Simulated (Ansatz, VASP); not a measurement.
# Two plane-wave programs on SrRe

INCAR

```
PREC = Accurate
ENCUT = 520
EDIFF = 1E-6
ISMEAR = 0
SIGMA = 0.05
LREAL = False
LASPH = True
NELM = 80
ALGO = Fast
ISIF = 2
LWAVE = False
LCHARG = False
GGA = PE
NBANDS = 16
```

Contents of KPOINTS:

```
Automatic mesh
0
Gamma
  10 10 10
```

The input POSCAR:

```
SrRe
1.0
    3.6621198980      0.0000000000      0.0000000000
    0.0000000000      3.6621198980      0.0000000000
    0.0000000000      0.0000000000      3.6621198980
Sr Re
1 1
Direct
    0.0000000000      0.0000000000      0.0000000000
    0.5000000000      0.5000000000      0.5000000000
```

Input for Ansatz:

```yaml
crystal:
  lattice:
    - [3.662119898, 0.0, 0.0]
    - [0.0, 3.662119898, 0.0]
    - [0.0, 0.0, 3.662119898]
  atoms:
    - { symbol: Sr, position: [0.0, 0.0, 0.0] }
    - { symbol: Re, position: [0.5, 0.5, 0.5] }
basis:
  ecutwfc: 420
  ecutrho_ratio: 4
kpoints:
  mp_grid: { grid: [10, 10, 10] }
hamiltonian:
  xc: pbe
scf:
  occupations: { method: gaussian, width: 0.05 }
output:
  forces: true
  stress: true
  eigenvalues: true
```

Alike in both runs: task single point; functional PBE; k mesh 10 × 10 × 10; occupations gaussian, width 0.05 eV; no spin polarisation.

```csv
,VASP,Ansatz
version,VASP 6.6.1,Ansatz 0.2.0
potentials or method,"VASP PAW PBE potentials, release 64 (Sr_sv, Re), cutoff 520 eV","scalar-relativistic, plane waves, PAW"
valence electrons in the cell,17,25
```

|  | VASP | Ansatz | Ansatz less VASP |
| --- | --- | --- | --- |
| gap on the k mesh at the Fermi level (eV) | none | none | - |
| pressure (GPa) | -1.0 | -1.2 | -0.21 |

A gap of «none» marks a metal or a gap that the smearing closes. VASP's potentials hold 17 valence electrons a cell and Ansatz's 25, so a difference there can come from the potentials and not from the codes.

Neither program's run includes spin-orbit coupling.
